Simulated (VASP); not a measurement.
Runs of VASP 6.6.1 on BiB (CsCl type). The structure is that of space group Pm-3m (No. 221), or close to it. The cells are those of the table. 

```tsv
task	cell	cutoff (eV)	gap on the mesh (eV)	pressure (GPa)
single point	a = 3.362 Å, 2 atoms	520	none	-0.1
single point	a = 2.957 Å, 2 atoms	520	none	65.0
single point	a = 3.095 Å, 2 atoms	520	none	(a)
relaxation of cell and atoms	relaxed from a = 3.131 Å, 2 atoms	600	-	0.0
single point	a = 2.804 Å, 2 atoms	520	none	(b)
single point	a = 2.538 Å, 2 atoms	520	none	403.7
single point	a = 3.222 Å, 2 atoms	520	none	12.0
single point	a = 2.669 Å, 2 atoms	520	none	237.4
```

Alike in all rows: level PBE; potentials or basis VASP PAW PBE potentials, release 64 (B, Bi_d); no spin polarisation; k mesh 13 × 13 × 13; smearing fermi-dirac 0.05 eV.

Problem. Fill in the values left out.

Solution. (a) 30.5; (b) 133.0.

Caveats: spin-orbit coupling is left out, which moves the levels of the heavy elements; the cell stands under pressure (at least some runs); the highest band is partly filled, so the run has too few bands (at least some runs).

A k mesh can miss the band edges, and the runs leave out spin-orbit coupling on Bi.

A gap of «none» marks levels without a gap at the run's occupations.
